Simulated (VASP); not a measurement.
# AlN (Fm-3m) in VASP: a series of runs

AlN is run at these levels: PBE; tasks: single point.

The COD entry that gives the cell may itself be a prediction, so a difference from it is no test against experiment.

Everything below comes from runs of VASP 6.6.1. Logs are shortened: lines on timing, memory, paths and dates and some standing lists are left out, and cuts for length are marked.

**1. The cell of the first run**

It takes space group Fm-3m (No. 225, cubic). Conventional cell: a = 3.830 Å, b = 3.830 Å, c = 3.830 Å, α = 90.00°, β = 90.00°, γ = 90.00°. Al (site symmetry m-3m) has 6 N at 1.92 Å within 2.5 Å. Within 2.5 Å of N (site symmetry m-3m) lie 6 Al at 1.92 Å.

**2. Single point, PBE**

Input file INCAR:

```
ALGO     = Normal         # electronic algorithm
EDIFF    = 1E-6           # SCF threshold, eV
ENCUT    = 600            # plane-wave cutoff, eV
GGA      = PE             # functional
GGA_COMPAT= False        
ISIF     = 2              # what is computed and relaxed
ISMEAR   = 0              # smearing method
LASPH    = True           # aspherical terms in the spheres
LCHARG   = False          # write CHGCAR
LREAL    = False          # projectors in reciprocal space
LWAVE    = False          # write WAVECAR
NBANDS   = 11             # bands
NELM     = 120            # most SCF steps
PREC     = Accurate       # precision mode
SIGMA    = 0.01           # smearing width, eV
```

Input file KPOINTS:

```
k-points
0
Gamma
  8 8 8
```

Input file POSCAR:

```
AlN
1.0
    0.0000000000      1.9150273988      1.9150273988
    1.9150273988      0.0000000000      1.9150273988
    1.9150273988      1.9150273988      0.0000000000
Al N
1 1
Direct
    0.0000000000      0.0000000000      0.0000000000
    0.5000000000      0.5000000000      0.5000000000
```

Potentials or basis: VASP PAW PBE potentials, release 64 (Al, N).

Run with:

```console
$ cat potpaw_PBE.64/Al/POTCAR potpaw_PBE.64/N/POTCAR > POTCAR
$ mpirun -np 1 vasp_std > vasp.out
```

OUTCAR:

```text
EDIFF = 1E-6
   ENCUT = 600
   GGA = PE
   ISIF = 2
   ISMEAR = 0
   LASPH = True
   LREAL = False
   NELM = 120
   PREC = Accurate

 ion  position               nearest neighbor table
   1  0.000  0.000  0.000-   2 1.92   2 1.92   2 1.92   2 1.92   2 1.92   2 1.92
   2  0.500  0.500  0.500-   1 1.92   1 1.92   1 1.92   1 1.92   1 1.92   1 1.92

  LATTYP: Found a face centered cubic cell.
 ALAT       =     3.8300547976

  Lattice vectors:

 A1 = (   0.0000000000,   1.9150273988,   1.9150273988)
 A2 = (   1.9150273988,   0.0000000000,   1.9150273988)
 A3 = (   1.9150273988,   1.9150273988,   0.0000000000)

Analysis of symmetry for initial positions (statically):
=====================================================================
 Subroutine PRICEL returns:
 Original cell was already a primitive cell.

 Routine SETGRP: Setting up the symmetry group for a
 face centered cubic supercell.

 Subroutine GETGRP returns: Found 48 space group operations
 (whereof 48 operations were pure point group operations)
 out of a pool of 48 trial point group operations.

The static configuration has the point symmetry O_h .

Analysis of symmetry for dynamics (positions and initial velocities):
=====================================================================
 Subroutine PRICEL returns:
 Original cell was already a primitive cell.

 Routine SETGRP: Setting up the symmetry group for a
 face centered cubic supercell.

 Subroutine GETGRP returns: Found 48 space group operations
 (whereof 48 operations were pure point group operations)
 out of a pool of 48 trial point group operations.

The dynamic configuration has the point symmetry O_h .

 Subroutine INISYM returns: Found 48 space group operations
 (whereof 48 operations are pure point group operations),
 and found     1 'primitive' translations

----------------------------------------------------------------------------------------

                                     Primitive cell

  volume of cell :      14.0461

  direct lattice vectors                    reciprocal lattice vectors
     0.000000000  1.915027399  1.915027399    -0.261092870  0.261092870  0.261092870
     1.915027399  0.000000000  1.915027399     0.261092870 -0.261092870  0.261092870
     1.915027399  1.915027399  0.000000000     0.261092870  0.261092870 -0.261092870

  length of vectors
     2.708257720  2.708257720  2.708257720     0.452226117  0.452226117  0.452226117

  position of ions in fractional coordinates (direct lattice)
     0.000000000  0.000000000  0.000000000
     0.500000000  0.500000000  0.500000000

[... 86 lines left out ...]
   PSTRESS=    0.0 pullay stress
   NELECT =       8.0000    total number of electrons
   NUPDOWN=      -1.0000    fix difference up-down
   EMIN   =  10.00;   EMAX   =-10.00  energy-range for DOS
   EFERMI =   0.00;   METHOD = LEGACY
   ISMEAR =     0;   SIGMA  =   0.01  broadening in eV -4-tet -1-fermi 0-gaus
   EFERMI_NEDOS =   21; number of points for ismear=-14 and -15
   IALGO  =     38    algorithm
   IMIX   =      4    mixing-type and parameters
     AMIX     =   0.40;   BMIX     =  1.00
     AMIX_MAG =   1.60;   BMIX_MAG =  1.00
  volume/ion in A,a.u.               =       7.02        47.39
  Fermi-wavevector in a.u.,A,eV,Ry     =   1.357021  2.564397 25.055203  1.841505
  Thomas-Fermi vector in A             =   2.483975
   LORBIT       =      0    0 simple, 1 ext, 2 COOP (PROOUT), +10 PAW based schemes
   GGA     = PE    functional components
   LHFCALC =     F    Hartree Fock is set to
   AEXX    =    0.0000 exact exchange contribution
   IVDW    =     0    specifies the selected vdW correction
   LEPSILON=     F    determine dielectric tensor
   LRPA    =     F    only Hartree local field effects (RPA)
 non-spin polarized calculation
 Gauss-broadening in eV      SIGMA  =   0.01
  energy-cutoff  :      600.00
  volume of cell :       14.05
 maximum number of plane-waves:       489
 NGX is ok and might be reduce to    24
   NGX = 11   NGY = 11   NGZ = 11

 number of electron       8.0000000 magnetization

 Free energy of the ion-electron system (eV)
  ---------------------------------------------------
  ext. energy  EPLUGINS =         0.00000000
  ---------------------------------------------------
  free energy    TOTEN  =       -14.05151105 eV

  energy without entropy =      -14.05151105  energy(sigma->0) =      -14.05151105

 E-fermi :  12.2725     XC(G=0): -13.0691

 val. band max:       12.2238290021   @ k =   0.0000   0.0000   0.0000
 cond. band min:      17.1940799197   @ k =   0.5000   0.5000   0.0000
 fundamental gap:      4.9702509175
 Fermi energy:        12.2725166840

 k-point     1 :       0.0000    0.0000    0.0000
  band No.  band energies     occupation
      1      -6.9014      2.00000
      2      12.2238      2.00000
      3      12.2238      2.00000
      4      12.2238      2.00000
      5      20.4489      0.00000
      6      24.8976      0.00000
      7      24.8976      0.00000
      8      24.8976      0.00000
      9      30.5016      0.00000
     10      31.2335      0.00000
     11      31.2335      0.00000
[... 309 lines left out ...]
 k-point    24 :      -0.3750    0.2500    0.1250
  band No.  band energies     occupation
      1      -2.3478      2.00000
      2       3.7745      2.00000
      3       7.8981      2.00000
      4       9.8447      2.00000
      5      21.8011      0.00000
      6      22.2038      0.00000
      7      26.2635      0.00000
      8      26.7810      0.00000
      9      32.2712      0.00000
     10      33.6652      0.00000
     11      36.9078      0.00000

 [... further k-points ...]

------------------------ aborting loop because EDIFF is reached ----------------------------------------

  FORCE on cell =-STRESS in cart. coord.  units (eV):
  Direction    XX          YY          ZZ          XY          YZ          ZX
  --------------------------------------------------------------------------------------
  -------------------------------------------------------------------------------------
  Total        5.7443871      5.7443871      5.7443871     -0.0000000     -0.0000000      0.0000000
  in kB      655.2383484    655.2383484    655.2383484     -0.0000000     -0.0000000      0.0000000
  external PRESSURE =     655.2383484 kB  Pullay stress =       0.0000000 kB

 VOLUME and BASIS-vectors are now :
 -----------------------------------------------------------------------------
  energy-cutoff  :      600.00
  volume of cell :       14.05
      direct lattice vectors                 reciprocal lattice vectors
     0.000000000  1.915027399  1.915027399    -0.261092870  0.261092870  0.261092870
     1.915027399  0.000000000  1.915027399     0.261092870 -0.261092870  0.261092870
     1.915027399  1.915027399  0.000000000     0.261092870  0.261092870 -0.261092870

 POSITION                                       TOTAL-FORCE (eV/Angst)
 -----------------------------------------------------------------------------------
      0.00000      0.00000      0.00000         0.000000     -0.000000     -0.000000
      1.91503      1.91503      1.91503        -0.000000      0.000000      0.000000
 -----------------------------------------------------------------------------------
    total drift:                               -0.000000     -0.000000      0.000000

  FREE ENERGIE OF THE ION-ELECTRON SYSTEM (eV)
  ---------------------------------------------------
  free  energy   TOTEN  =       -14.0515110535 eV

  energy  without entropy=      -14.0515110535  energy(sigma->0) =      -14.05151105
```

OSZICAR:

```text
N       E                     dE             d eps       ncg     rms          rms(c)
DAV:   1     0.164808292882E+02    0.16481E+02   -0.45808E+03   654   0.727E+02
DAV:   2    -0.150852106092E+02   -0.31566E+02   -0.30599E+02   770   0.169E+02
DAV:   3    -0.159871464391E+02   -0.90194E+00   -0.90046E+00   786   0.256E+01
DAV:   4    -0.159904837441E+02   -0.33373E-02   -0.33371E-02   734   0.167E+00
DAV:   5    -0.159905096897E+02   -0.25946E-04   -0.25945E-04   767   0.144E-01    0.838E+00
DAV:   6    -0.140989807705E+02    0.18915E+01   -0.68556E+00   723   0.158E+01    0.315E+00
DAV:   7    -0.140568334313E+02    0.42147E-01   -0.30737E-01   750   0.385E+00    0.199E+00
DAV:   8    -0.140517913868E+02    0.50420E-02   -0.14857E-02   704   0.114E+00    0.405E-01
DAV:   9    -0.140514712535E+02    0.32013E-03   -0.11039E-03   731   0.234E-01    0.190E-01
DAV:  10    -0.140515200721E+02   -0.48819E-04   -0.15711E-04   725   0.886E-02    0.720E-02
DAV:  11    -0.140515111796E+02    0.88925E-05   -0.30232E-05   758   0.345E-02    0.907E-03
DAV:  12    -0.140515110535E+02    0.12605E-06   -0.96793E-07   396   0.876E-03
   1 F= -.14051511E+02 E0= -.14051511E+02  d E =-.167576E-14
```

It took 6.4 s on 1 thread of AMD EPYC 7R43 (Zen 3), shared host; peak memory 0.1 GiB.

What came out:

```yaml
Free_energy: -14.0515 eV
Pressure: 65.5 GPa
Band_gap_on_the_k_mesh: 4.97 eV, indirect (least direct gap 8.21 eV)
```

Levels at points of the mesh, in eV from the valence-band top:
| k point | band 1 | band 2 | band 3 | band 4 | band 5 | band 6 | band 7 | band 8 |
| --- | --- | --- | --- | --- | --- | --- | --- | --- |
| (0.00, 0.00, 0.00) | -19.13 | 0.00 | 0.00 | 0.00 | 8.23 | 12.67 | 12.67 | 12.67 |
| (0.50, 0.00, 0.00) | -15.18 | -9.42 | -1.42 | -1.42 | 7.21 | 12.38 | 12.38 | 15.72 |
| (0.50, 0.50, 0.00) | -13.96 | -8.54 | -3.24 | -3.24 | 4.97 | 6.29 | 16.15 | 19.98 |

**3. Single point, PBE**

This run uses another cell than the first one, of 8.24 Å³/atom, 1.174 times its volume.

Input file INCAR:

```
ALGO = Normal
EDIFF = 1E-6
ENCUT = 600
GGA = PE
GGA_COMPAT = False
ISIF = 2
ISMEAR = 0
LASPH = True
LCHARG = True
LELF = True
LREAL = False
LVHAR = True
LWAVE = False
NBANDS = 11
NELM = 120
PREC = Accurate
SIGMA = 0.01
```

KPOINTS is that of step 2.

Input file POSCAR:

```
AlN
1.0
    0.0000000000      2.0201655834      2.0201655834
    2.0201655834      0.0000000000      2.0201655834
    2.0201655834      2.0201655834      0.0000000000
Al N
1 1
Direct
    0.0000000000      0.0000000000      0.0000000000
    0.5000000000      0.5000000000      0.5000000000
```

Potentials or basis: VASP PAW PBE potentials, release 64 (Al, N).

Run with:

```console
$ cat potpaw_PBE.64/Al/POTCAR potpaw_PBE.64/N/POTCAR > POTCAR
$ mpirun -np 1 vasp_std > vasp.out
```

Run time: 7.4 s. Hardware: 1 thread of AMD EPYC 7R43 (Zen 3), shared host; peak memory 0.1 GiB.

The run converged. Its results:

```yaml
Free_energy: -14.5409 eV
Pressure: 5.4 GPa
Band_gap_on_the_k_mesh: 4.63 eV, indirect (least direct gap 5.71 eV)
```

Levels at points of the mesh, in eV from the valence-band top:
```tsv
k point	band 1	band 2	band 3	band 4	band 5	band 6	band 7	band 8
(0.00, 0.00, 0.00)	-17.57	0.00	0.00	0.00	5.71	12.17	12.17	12.17
(0.50, 0.00, 0.00)	-14.30	-8.32	-1.08	-1.08	6.15	11.02	11.02	13.33
(0.50, 0.50, 0.00)	-13.32	-7.40	-2.80	-2.80	4.63	5.30	14.08	17.28
```

A k mesh can miss the band edges. PBE gaps usually lie below the measured ones, often by a third to a half.
